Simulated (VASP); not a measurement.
Here is a VASP 6.6.1 calculation.

File INCAR:

```
PREC = Accurate
ENCUT = 520
EDIFF = 1E-6
ISMEAR = 0
SIGMA = 0.1
LREAL = Auto
LASPH = True
NELM = 80
ALGO = Normal
ISIF = 2
LWAVE = False
LCHARG = False
GGA = PS
NBANDS = 146
```

The input KPOINTS:

```
regular mesh
0
Gamma
  3 3 3
```

POSCAR

```
Nb20H
1.0
   -4.9082182090     -4.9082182090      1.6360727363
   -4.9082182090      1.6360727363     -4.9082182090
    1.6360727363     -4.9082182090     -4.9082182090
Nb H
20 1
Direct
    0.8015129895      0.7870001873      0.7913788130
    0.4015374961      0.8996140681      0.8999745349
    0.9012000306      0.3982237681      0.8993839438
    0.9009573763      0.8994511780      0.3985428248
    0.5981422636      0.5974697691      0.5964941095
    0.2000586176      0.6985017687      0.6975591150
    0.7010789768      0.1990828053      0.7002564278
    0.3007241910      0.3005668019      0.8011840616
    0.7007738559      0.7002663907      0.1989668569
    0.3004927220      0.8022199569      0.2999575991
    0.8007899777      0.3022319173      0.3011590738
    0.4001393614      0.4025011146      0.4015509735
   -0.0006380829      0.4988018148      0.4977213310
    0.4991077914      0.0006780872      0.5027210171
    0.1012179937      0.0991710187      0.6003253879
    0.4994424037      0.5021837243      0.0001721195
    0.1006712882      0.6014933066      0.0986356208
    0.5923010502      0.1073003028      0.1119926370
    0.2001209621      0.2044846128      0.2037876695
    0.0083647565      0.0009778599      0.0022465994
    0.7659973008      0.9929778878     -0.0722785408
```

Potentials or basis: VASP PAW PBE potentials, release 64 (Nb_sv, H).

The run is started by

```sh
$ cat potpaw_PBE.64/Nb_sv/POTCAR potpaw_PBE.64/H/POTCAR > POTCAR
$ mpirun -np 1 vasp_std > vasp.out
```

**Question.** What does it give for the band gap on the k mesh?

**Answer.** Zero (an odd number of electrons rules out a gap without spin polarisation).

**Question.** What does it give for the largest force?

**Answer.** 0.422 eV/Å.

Stress tensor (GPa, compression positive):
```
 0.93  0.17 -0.20
 0.17  0.65 -0.22
-0.20 -0.22  1.73
```

Caveat: the PAW data sets were made with another functional, which shifts forces and pressure a little.
